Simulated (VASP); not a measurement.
Wanted: the native input for a VASP 6.6.1 run.

```
Task                   : single point
Functional             : PBE
Potentials or basis    : VASP PAW PBE potentials, release 64 (Ti_sv, B)
Cutoff                 : 520 eV
k mesh                 : 11 × 11 × 9
Occupations            : methfessel-paxton, width 0.15 eV
Spin                   : no spin polarisation
Dipole correction      : no
Further INCAR settings : ALGO = Normal; EDIFF = 1e-06; NBANDS = 16
```

The structure of TiB2 lies in POSCAR:

```
TiB2
1.0
    3.1031118961      0.0000000000      0.0000000000
   -1.5515559481      2.6873737296      0.0000000000
    0.0000000000      0.0000000000      3.3071723378
Ti B
1 2
Direct
    0.0000000000      0.0000000000      0.0000000000
    0.3333333333      0.6666666667      0.5000000000
    0.6666666667      0.3333333333      0.5000000000
```

The input as run:

INCAR

```
SYSTEM = TiB2
PREC = Accurate ; ENCUT = 520
EDIFF = 1E-6 ; ISMEAR = 1
SIGMA = 0.15 ; LREAL = .FALSE.
LASPH = .TRUE. ; NELM = 80
ALGO = Normal ; ISIF = 2
LWAVE = .FALSE. ; LCHARG = .TRUE.
GGA = PE ; LELF = .TRUE.
LVHAR = .TRUE. ; NBANDS = 16
```

KPOINTS

```
regular mesh
0
G
  11 11 9
  0 0 0
```

Potentials or basis: VASP PAW PBE potentials, release 64 (Ti_sv, B).

The run is started by

```console
$ cat potpaw_PBE.64/Ti_sv/POTCAR potpaw_PBE.64/B/POTCAR > POTCAR
$ mpirun -np 1 vasp_std > vasp.out
```

Results of the run:

The pressure is -15.7 GPa and the band gap on the k mesh is zero (band 9 reaches 9.38 eV, above the bottom of band 10 at 8.98 eV).

Wall time 61 s on 1 thread of AMD EPYC 7R13, with other jobs on the host, peak memory 0.14 GiB.
